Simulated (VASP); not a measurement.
A run of VASP 6.6.1:

File INCAR:

```
PREC = Accurate
ENCUT = 520
EDIFF = 1E-6
ISMEAR = 0
SIGMA = 0.01
LREAL = False
LASPH = True
NELM = 80
ALGO = Normal
ISIF = 2
LWAVE = False
LCHARG = True
GGA = PE
LELF = True
LVHAR = True
NBANDS = 32
```

File KPOINTS:

```
regular mesh
0
Gamma
  6 6 6
```

Contents of POSCAR:

```
YSe2
1.0
   -2.0633327170      2.8784781777      6.7514209326
    2.0633327170     -2.8784781777      6.7514209326
    2.0633327170      2.8784781777     -6.7514209326
Y Se
2 4
Direct
    0.8494990156      0.8494990156      0.0000000000
    0.1505009844      0.1505009844      0.0000000000
    0.7062520812      0.2062520812      0.5000000000
    0.2937479188      0.7937479188      0.5000000000
    0.7883841575      0.5000000000      0.2883841575
    0.2116158425      0.5000000000      0.7116158425
```

Potentials or basis: VASP PAW PBE potentials, release 64 (Y_sv, Se).

The run is started by

```sh
$ cat potpaw_PBE.64/Y_sv/POTCAR potpaw_PBE.64/Se/POTCAR > POTCAR
$ mpirun -np 1 vasp_std > vasp.out
```

Hardware: 1 thread of Intel Xeon 8259CL, with other jobs on the host.

Q: How long does it take, and how much memory?

A: It took 16 min on 1 thread of Intel Xeon 8259CL, with other jobs on the host, peak memory 0.62 GiB. Counts: scf iterations 15, k points 46.
